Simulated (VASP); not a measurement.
A run of VASP 6.6.1 is set up as follows.

File INCAR:

```
SYSTEM = Mg2Sn
PREC = Accurate ; ENCUT = 600
EDIFF = 1E-6 ; ISMEAR = -1
SIGMA = 0.02 ; LREAL = .FALSE.
LASPH = .TRUE. ; NELM = 120
ALGO = Normal ; ISIF = 2
LWAVE = .FALSE. ; LCHARG = .FALSE.
GGA = PE ; NBANDS = 16
GGA_COMPAT = .FALSE.
```

The input KPOINTS:

```
Automatic mesh
0
G
  6 6 6
  0 0 0
```

The input POSCAR:

```
Mg2Sn
1.0
    0.0000000000      3.4741386693      3.4741386693
    3.4741386693      0.0000000000      3.4741386693
    3.4741386693      3.4741386693      0.0000000000
Sn Mg
1 2
Direct
    0.0000000000      0.0000000000      0.0000000000
    0.2500000000      0.2500000000      0.2500000000
    0.7500000000      0.7500000000      0.7500000000
```

Potentials or basis: VASP PAW PBE potentials, release 64 (Sn_d, Mg).

Command:

```bash
$ cat potpaw_PBE.64/Sn_d/POTCAR potpaw_PBE.64/Mg/POTCAR > POTCAR
$ mpirun -np 1 vasp_std > vasp.out
```

**Question.** Predict the pressure.

**Answer.** -2.2 GPa.

**Question.** What does it give for the band gap on the k mesh?

**Answer.** Zero (band 9 reaches 3.73 eV, above the bottom of band 10 at 3.44 eV).

Caveat: spin-orbit coupling is left out, which moves the levels of the heavy elements.
